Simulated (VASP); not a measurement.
# SiO2 (P6_322) in VASP: a series of runs, part 2 of 2

VASP 6.6.1. Earlier steps stand in the parts before.

### 3 Single point, r2SCAN

This run uses another cell than the first one, of 15.68 Å³/atom.

POSCAR

```
SiO2
1.0
    5.0360753492      0.0000000000      0.0000000000
   -2.5180376746      4.3613691878      0.0000000000
    0.0000000000      0.0000000000      8.5650778639
Si O
4 8
Direct
    0.6666666667      0.3333333333      0.9370460701
    0.6666666667      0.3333333333      0.5629539299
    0.3333333333      0.6666666667      0.0629539299
    0.3333333333      0.6666666667      0.4370460701
    0.0000000000      0.4133082063      0.0000000000
    0.4133082063      0.4133082063      0.5000000000
    0.5866917937      0.0000000000      0.5000000000
    0.5866917937      0.5866917937      0.0000000000
    0.0000000000      0.5866917937      0.5000000000
    0.6666666667      0.3333333333      0.7500000000
    0.3333333333      0.6666666667      0.2500000000
    0.4133082063      0.0000000000      0.0000000000
```

INCAR.step1

```
ALGO = Normal ; EDIFF = 1E-4
ENCUT = 520 ; GGA = PE
ISMEAR = 0 ; LASPH = True
LCHARG = False ; LREAL = False
LWAVE = True ; NBANDS = 44
NELM = 100 ; PREC = Accurate
SIGMA = 0.02
```

INCAR.step2

```
ALGO = Normal ; EDIFF = 1E-6
ENCUT = 520 ; ISIF = 2
ISMEAR = 0 ; ISTART = 1
LASPH = True ; LCHARG = False
LMIXTAU = True ; LREAL = False
LWAVE = False ; METAGGA = R2SCAN
NBANDS = 44 ; NELM = 100
PREC = Accurate ; SIGMA = 0.02
```

KPOINTS

```
k-points
0
Gamma
  6 6 4
```

Potentials or basis: VASP PAW PBE potentials, release 64 (Si, O).

On the command line:

```sh
$ cat potpaw_PBE.64/Si/POTCAR potpaw_PBE.64/O/POTCAR > POTCAR
$ cp INCAR.step1 INCAR
$ mpirun -np 1 vasp_std > vasp.out
$ cp INCAR.step2 INCAR
$ mpirun -np 1 vasp_std > vasp.out
```

OUTCAR:

```text
EDIFF = 1E-6
   ENCUT = 520
   ISIF = 2
   ISMEAR = 0
   ISTART = 1
   LASPH = True
   LREAL = False
   METAGGA = R2SCAN
   NELM = 100
   PREC = Accurate

 ion  position               nearest neighbor table
   1  0.667  0.333  0.937-  10 1.60   5 1.61  12 1.61   8 1.61   3 3.10   3 3.10   3 3.10
   2  0.667  0.333  0.563-  10 1.60   7 1.61   9 1.61   6 1.61   4 3.10   4 3.10   4 3.10
   3  0.333  0.667  0.063-  11 1.60  12 1.61   5 1.61   8 1.61   1 3.10   1 3.10   1 3.10
   4  0.333  0.667  0.437-  11 1.60   9 1.61   7 1.61   6 1.61   2 3.10   2 3.10   2 3.10
   5  0.000  0.413  0.000-   1 1.61   3 1.61
   6  0.413  0.413  0.500-   2 1.61   4 1.61
   7  0.587  0.000  0.500-   2 1.61   4 1.61
   8  0.587  0.587  0.000-   3 1.61   1 1.61
   9  0.000  0.587  0.500-   4 1.61   2 1.61
  10  0.667  0.333  0.750-   1 1.60   2 1.60
  11  0.333  0.667  0.250-   3 1.60   4 1.60
  12  0.413  0.000  0.000-   3 1.61   1 1.61

  LATTYP: Found a hexagonal cell.
 ALAT       =     5.0360753492
 C/A-ratio  =     1.7007445818

  Lattice vectors:

 A1 = (   5.0360753492,   0.0000000000,   0.0000000000)
 A2 = (  -2.5180376746,   4.3613691878,   0.0000000000)
 A3 = (   0.0000000000,   0.0000000000,   8.5650778639)

Analysis of symmetry for initial positions (statically):
=====================================================================
 Subroutine PRICEL returns:
 Original cell was already a primitive cell.

 Routine SETGRP: Setting up the symmetry group for a
 hexagonal supercell.

 Subroutine GETGRP returns: Found 12 space group operations
 (whereof  6 operations were pure point group operations)
 out of a pool of 24 trial point group operations.

The static configuration has the point symmetry D_3 .
 The point group associated with its full space group is D_6 .

Analysis of symmetry for dynamics (positions and initial velocities):
=====================================================================
[... 156 lines left out ...]
   LEPSILON=     F    determine dielectric tensor
   LRPA    =     F    only Hartree local field effects (RPA)
 non-spin polarized calculation
 Gauss-broadening in eV      SIGMA  =   0.02
  energy-cutoff  :      520.00
  volume of cell :      188.12
 maximum number of plane-waves:      5143
 NGX is ok and might be reduce to    40
   NGX = 19   NGY = 19   NGZ = 31

 number of electron      63.9999996 magnetization

 Free energy of the ion-electron system (eV)
  ---------------------------------------------------
  ext. energy  EPLUGINS =         0.00000000
  ---------------------------------------------------
  free energy    TOTEN  =      -119.11392494 eV

  energy without entropy =     -119.11392494  energy(sigma->0) =     -119.11392494

 E-fermi :  -0.7521     XC(G=0):  -8.2878

 val. band max:       -0.8727618633   @ k =   0.0000   0.0000   0.2500
 cond. band min:       5.3060158243   @ k =   0.0000   0.0000   0.0000
 fundamental gap:      6.1787776875
 Fermi energy:        -0.7521016416

 k-point     1 :       0.0000    0.0000    0.0000
  band No.  band energies     occupation
      1     -21.3358      2.00000
      2     -20.9330      2.00000
      3     -19.9361      2.00000
      4     -19.3112      2.00000
      5     -19.2925      2.00000
      6     -19.2925      2.00000
[... 976 lines left out ...]
     43      10.9819      0.00000
     44      10.9819      0.00000

------------------------ aborting loop because EDIFF is reached ----------------------------------------

  FORCE on cell =-STRESS in cart. coord.  units (eV):
  Direction    XX          YY          ZZ          XY          YZ          ZX
  --------------------------------------------------------------------------------------
  -------------------------------------------------------------------------------------
  Total        0.1912399      0.1912399      0.1395386      0.0000000      0.0000000     -0.0000000
  in kB        1.6287062      1.6287062      1.1883886      0.0000000      0.0000000     -0.0000000
  external PRESSURE =       1.4819337 kB  Pullay stress =       0.0000000 kB

 VOLUME and BASIS-vectors are now :
 -----------------------------------------------------------------------------
  energy-cutoff  :      520.00
  volume of cell :      188.12
      direct lattice vectors                 reciprocal lattice vectors
     5.036075349  0.000000000  0.000000000     0.198567323  0.114642897  0.000000000
    -2.518037675  4.361369188  0.000000000     0.000000000  0.229285795  0.000000000
     0.000000000  0.000000000  8.565077864     0.000000000  0.000000000  0.116753171

 POSITION                                       TOTAL-FORCE (eV/Angst)
 -----------------------------------------------------------------------------------
      2.51804      1.45379      8.02587         0.000000     -0.000000     -0.016595
      2.51804      1.45379      4.82174         0.000000     -0.000000      0.016595
     -0.00000      2.90758      0.53921         0.000000      0.000000      0.016595
     -0.00000      2.90758      3.74333         0.000000      0.000000     -0.016595
     -1.04073      1.80259      0.00000        -0.000276      0.000478     -0.000000
      1.04073      1.80259      4.28254         0.000276      0.000478     -0.000000
      2.95462      0.00000      4.28254        -0.000552      0.000000     -0.000000
      1.47731      2.55878      0.00000        -0.000276     -0.000478     -0.000000
     -1.47731      2.55878      4.28254         0.000276     -0.000478     -0.000000
      2.51804      1.45379      6.42381         0.000000     -0.000000      0.000000
     -0.00000      2.90758      2.14127         0.000000      0.000000     -0.000000
      2.08145      0.00000      0.00000         0.000552      0.000000     -0.000000
 -----------------------------------------------------------------------------------
    total drift:                               -0.000000      0.000000      0.000000

  FREE ENERGIE OF THE ION-ELECTRON SYSTEM (eV)
  ---------------------------------------------------
  free  energy   TOTEN  =      -119.1139249393 eV

  energy  without entropy=     -119.1139249393  energy(sigma->0) =     -119.11392494
```

Run time: 19 min. Hardware: 1 thread of Intel Xeon 8259CL, shared host; peak memory 0.41 GiB.

Results:

```
Free energy            : -119.1139 eV
Pressure               : 0.1 GPa
Largest force          : 0.017 eV/Å
Band gap on the k mesh : 6.18 eV (least direct gap 6.24 eV)
```

Forces on the atoms (eV/Å):
```
Si   0.000  0.000 -0.017
Si   0.000  0.000  0.017
Si   0.000  0.000  0.017
Si   0.000  0.000 -0.017
O    0.000  0.000  0.000
O    0.000  0.000  0.000
O   -0.001  0.000  0.000
O    0.000  0.000  0.000
O    0.000  0.000  0.000
O    0.000  0.000  0.000
O    0.000  0.000  0.000
O    0.001  0.000  0.000
```

Caveat: the PAW data sets were made with another functional, which shifts forces and pressure a little.

### 4 Single point, r2SCAN

This run uses another cell than the first one, of 15.68 Å³/atom.

POSCAR is that of step 3.

INCAR.step1

```
SYSTEM = SiO2
  ALGO = Normal
  EDIFF = 1E-4
  ENCUT = 520
  GGA = PE
  ISMEAR = 0
  LASPH = .TRUE.
  LCHARG = .FALSE.
  LREAL = .FALSE.
  LWAVE = .TRUE.
  NBANDS = 44
  NELM = 60
  PREC = Accurate
  SIGMA = 0.02
```

INCAR.step2

```
SYSTEM = SiO2
  ALGO = Normal
  EDIFF = 1E-7
  ENCUT = 520
  ISIF = 2
  ISMEAR = 0
  ISTART = 1
  LASPH = .TRUE.
  LCHARG = .FALSE.
  LMIXTAU = .TRUE.
  LREAL = .FALSE.
  LWAVE = .FALSE.
  METAGGA = R2SCAN
  NBANDS = 44
  NELM = 60
  PREC = Accurate
  SIGMA = 0.02
```

KPOINTS

```
k-points
0
G
  6 6 4
  0 0 0
```

On the command line:

```sh
$ cat potpaw_PBE.64/Si/POTCAR potpaw_PBE.64/O/POTCAR > POTCAR
$ cp INCAR.step1 INCAR
$ mpirun -np 1 vasp_std > vasp.out
$ cp INCAR.step2 INCAR
$ mpirun -np 1 vasp_std > vasp.out
```

Run time: 27 min. Hardware: 1 thread of Intel Xeon 8259CL, shared host; peak memory 0.41 GiB.

The run converged. Its results:

* Free energy: -119.1139 eV
* Pressure: 0.1 GPa
* Largest force: 0.017 eV/Å
* Band gap on the k mesh: 6.18 eV (least direct gap 6.24 eV)

Forces on the atoms (eV/Å):
```
Si   0.000  0.000 -0.017
Si   0.000  0.000  0.017
Si   0.000  0.000  0.017
Si   0.000  0.000 -0.017
O    0.000  0.000  0.000
O    0.000  0.000  0.000
O   -0.001  0.000  0.000
O    0.000  0.000  0.000
O    0.000  0.000  0.000
O    0.000  0.000  0.000
O    0.000  0.000  0.000
O    0.001  0.000  0.000
```

Levels at points of the mesh, in eV from the valence-band top:
```
           k point  band 30  band 31  band 32  band 33  band 34  band 35
(0.00, 0.00, 0.00)    -0.79    -0.06    -0.06     6.18     8.69     8.79
(0.50, 0.00, 0.00)    -0.76    -0.65    -0.04     8.54     8.89     9.43
(0.00, 0.00, 0.50)    -0.65    -0.19    -0.19     6.99     6.99    10.16
(0.50, 0.00, 0.50)    -0.75    -0.37    -0.37     9.01     9.01     9.15
```

Caveat: the PAW data sets were made with another functional, which shifts forces and pressure a little. A k mesh can miss the band edges.
